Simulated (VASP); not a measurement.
Write the native input for VASP 6.6.1 that does the following.

- Task: single point
- Functional: r2SCAN
- Potentials or basis: VASP PAW PBE potentials, release 64 (Sn_d)
- Cutoff: 520 eV
- k mesh: 20 × 20 × 20
- Occupations: gaussian, width 0.15 eV
- Spin: no spin polarisation
- Dipole correction: no
- Further INCAR settings: ALGO = Normal; EDIFF = 1e-07; NBANDS = 13

Crystal: Sn.

```xyz
1
Lattice="-1.8992 1.9531 2.3383 1.8992 -1.9531 2.3383 1.8992 1.9531 -2.3383" Properties=species:S:1:pos:R:3 pbc="T T T"
Sn    0.0000    0.0000    0.0000
```

This cell differs from its parent crystal: strain +0.1000 x Voigt [1, 1, 0, 0, 0, 0].

The input as run:

POSCAR

```
Sn
1.0
   -1.8991929000      1.9531017000      2.3383420000
    1.8991929000     -1.9531017000      2.3383420000
    1.8991929000      1.9531017000     -2.3383420000
Sn
1
Direct
    0.0000000000      0.0000000000      0.0000000000
```

INCAR.step1

```
SYSTEM = Sn
PREC     = Accurate       ! precision mode
ENCUT    = 520            ! plane-wave cutoff, eV
ISMEAR   = 0              ! smearing method
SIGMA    = 0.15           ! smearing width, eV
LREAL    = .FALSE.        ! projectors in reciprocal space
LASPH    = .TRUE.         ! aspherical terms in the spheres
NELM     = 80             ! most SCF steps
NBANDS   = 13             ! bands
GGA      = PE             ! functional
ALGO     = Normal         ! electronic algorithm
EDIFF    = 1E-4           ! SCF threshold, eV
LWAVE    = .TRUE.         ! write WAVECAR
LCHARG   = .FALSE.        ! write CHGCAR
```

INCAR.step2

```
SYSTEM = Sn
PREC     = Accurate       ! precision mode
ENCUT    = 520            ! plane-wave cutoff, eV
EDIFF    = 1E-7           ! SCF threshold, eV
ISMEAR   = 0              ! smearing method
SIGMA    = 0.15           ! smearing width, eV
LREAL    = .FALSE.        ! projectors in reciprocal space
LASPH    = .TRUE.         ! aspherical terms in the spheres
NELM     = 80             ! most SCF steps
ALGO     = Normal         ! electronic algorithm
ISIF     = 2              ! what is computed and relaxed
LWAVE    = .FALSE.        ! write WAVECAR
LCHARG   = .TRUE.         ! write CHGCAR
METAGGA  = R2SCAN         ! meta-GGA
LMIXTAU  = .TRUE.       
LELF     = .TRUE.         ! ELF
LVHAR    = .TRUE.       
NBANDS   = 13             ! bands
ISTART   = 1
```

KPOINTS

```
Automatic mesh
0
G
  20 20 20
  0 0 0
```

Potentials or basis: VASP PAW PBE potentials, release 64 (Sn_d).

The run is started by

```sh
$ cat potpaw_PBE.64/Sn_d/POTCAR > POTCAR
$ cp INCAR.step1 INCAR
$ mpirun -np 1 vasp_std > vasp.out
$ cp INCAR.step2 INCAR
$ mpirun -np 1 vasp_std > vasp.out
```

Results of the run:

```yaml
Pressure: -7.1 GPa
Band_gap_on_the_k_mesh: zero (bands 7 and 8 overlap by 7.69 eV)
```

Caveat: the cell differs from its parent crystal (strain +0.1000 x Voigt [1, 1, 0, 0, 0, 0]); the cell stands under tension; the PAW data sets were made with another functional, which shifts forces and pressure a little; spin-orbit coupling is left out, which moves the levels of the heavy elements.

Run time: 15 min on 1 thread of Intel(R) Xeon(R) 6975P-C (Granite Rapids), on a shared host, peak memory 0.56 GiB.
